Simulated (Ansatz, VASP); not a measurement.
## MoS2: VASP beside Ansatz

POSCAR

```
MoS2
1.0
    3.1841260822      0.0000000000      0.0000000000
   -1.5920630411      2.7575340760      0.0000000000
    0.0000000000      0.0000000000     17.3345999500
Mo S
1 2
Direct
    0.0000000000      0.0000000000      0.0000000000
    0.3333333333      0.6666666667      0.9105070200
    0.3333333333      0.6666666667      0.0894929800
```

File INCAR.step1:

```
SYSTEM = MoS2
ALGO = Normal
EDIFF = 1E-5
ENCUT = 520
GGA = PE
ISIF = 2
ISMEAR = -1
LASPH = .True.
LCHARG = .False.
LREAL = .False.
LWAVE = .True.
NBANDS = 20
NELM = 100
PREC = Accurate
SIGMA = 0.05
```

INCAR.step2

```
SYSTEM = MoS2
AEXX = 0.2
AGGAC = 0.81
AGGAX = 0.72
ALDAC = 0.19
ALGO = Normal
EDIFF = 1E-6
ENCUT = 520
GGA = B3
ISIF = 2
ISMEAR = -1
ISTART = 1
LASPH = .True.
LCHARG = .False.
LHFCALC = .True.
LREAL = .False.
LWAVE = .False.
NBANDS = 20
NELM = 100
PREC = Accurate
PRECFOCK = Normal
SIGMA = 0.05
```

Contents of KPOINTS:

```
k-points
0
Gamma
  5 5 1
  0 0 0
```

File input:

```
crystal:
  lattice:
    - [3.1841260822, 0.0, 0.0]
    - [-1.5920630411, 2.757534076, 0.0]
    - [0.0, 0.0, 17.33459995]
  atoms:
    - { symbol: Mo, position: [0.0, 0.0, 0.0] }
    - { symbol: S, position: [0.3333333333, 0.6666666667, 0.91050702] }
    - { symbol: S, position: [0.3333333333, 0.6666666667, 0.08949298] }
hamiltonian:
  xc: b3lyp
  pseudopotentials: { kind: paw }
kpoints:
  mp_grid: { grid: [5, 5, 1] }
  band_path:
    path:
      - [[0.0, 0.0, 0.0], [0.5, 0.0, 0.0], [0.3333333333, 0.3333333333, 0.0], [0.0, 0.0, 0.0], [0.0, 0.0, 0.5], [0.5, 0.0, 0.5], [0.3333333333, 0.3333333333, 0.5], [0.0, 0.0, 0.5]]
      - [[0.5, 0.0, 0.5], [0.5, 0.0, 0.0]]
      - [[0.3333333333, 0.3333333333, 0.0], [0.3333333333, 0.3333333333, 0.5]]
    npoints: 4
scf:
  occupations: { method: fermi_dirac, width: 0.05 }
  n_extra_bands: 7
output:
  forces: true
  stress: true
  eigenvalues: true
  fatbands: false
```

Alike in both runs: functional B3LYP; k mesh 5 × 5 × 1; occupations fermi-dirac, width 0.05 eV; no spin polarisation.

```csv
,VASP,Ansatz
version,VASP 6.6.1,Ansatz 0.2.0
potentials or method,"VASP PAW PBE potentials, release 64 (Mo_sv, S)",Ansatz PAW
plane-wave cutoff (eV),520,420
valence electrons in the cell,26,26
task,single point,band structure
```

```tsv
	VASP	Ansatz	Ansatz less VASP
gap on the k mesh at the Fermi level (eV)	2.99	2.95	-0.045
rms of the force components (eV/Å)	0.099	0.101	+0.0023
```

VASP's potentials were made for PBE, not for B3LYP. Atom by atom the forces differ by 0.002 eV/Å (rms over components).

The k mesh is coarse, so the values compare programs but aren't converged.
